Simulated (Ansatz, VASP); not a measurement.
**ZnS: VASP beside Ansatz**

The input INCAR:

```
  PREC = Accurate
  ENCUT = 520
  EDIFF = 1E-7
  ISMEAR = 0
  SIGMA = 0.05
  LREAL = F
  LASPH = T
  NELM = 100
  ALGO = Normal
  ISIF = 2
  LWAVE = F
  LCHARG = F
  GGA = PE
  NBANDS = 16
```

Contents of KPOINTS:

```
regular mesh
0
Gamma
  8 8 8
```

Contents of POSCAR:

```
ZnS
1.0
    0.0000000000      2.7215639840      2.7215639840
    2.7215639840      0.0000000000      2.7215639840
    2.7215639840      2.7215639840      0.0000000000
Zn S
1 1
Direct
    0.0000000000      0.0000000000      0.0000000000
    0.7897760906      0.7367413031      0.7367413031
```

Input for Ansatz:

```yaml
crystal:
  lattice:
    - [0.0, 2.721563984, 2.721563984]
    - [2.721563984, 0.0, 2.721563984]
    - [2.721563984, 2.721563984, 0.0]
  atoms:
    - { symbol: Zn, position: [0.0, 0.0, 0.0] }
    - { symbol: S, position: [0.7897760906, 0.7367413031, 0.7367413031] }
basis:
  ecutwfc: 420
kpoints:
  mp_grid: { grid: [8, 8, 8] }
hamiltonian:
  xc: pbe
scf:
  occupations: { method: gaussian, width: 0.05 }
output:
  forces: true
  stress: true
  eigenvalues: true
```

Change from the starting cell: all S atoms moved -0.125 Å, as atom 2 towards its neighbour atom 1 (Zn) at 2.357 Å.

Alike in both runs: task single point; functional PBE; k mesh 8 × 8 × 8; occupations gaussian, width 0.05 eV; no spin polarisation.

|  | VASP | Ansatz |
| --- | --- | --- |
| version | VASP 6.6.1 | Ansatz 0.2.0 |
| potentials or method | VASP PAW PBE potentials, release 64 (Zn, S), cutoff 520 eV | scalar-relativistic, plane waves, PAW |
| valence electrons in the cell | 18 | 18 |

|  | VASP | Ansatz | Ansatz less VASP |
| --- | --- | --- | --- |
| gap on the k mesh at the Fermi level (eV) | 1.94 | 1.93 | -0.006 |
| least direct gap on the mesh (eV) | 1.94 | 1.93 | -0.006 |
| pressure (GPa) | 0.6 | 0.4 | -0.16 |
| traceless stress, the component that is largest in VASP (GPa) | 1.07 | 1.05 | -0.024 |
| rms of the force components (eV/Å) | 0.291 | 0.289 | -0.0028 |

Atom by atom the forces differ by 0.003 eV/Å (rms over components).
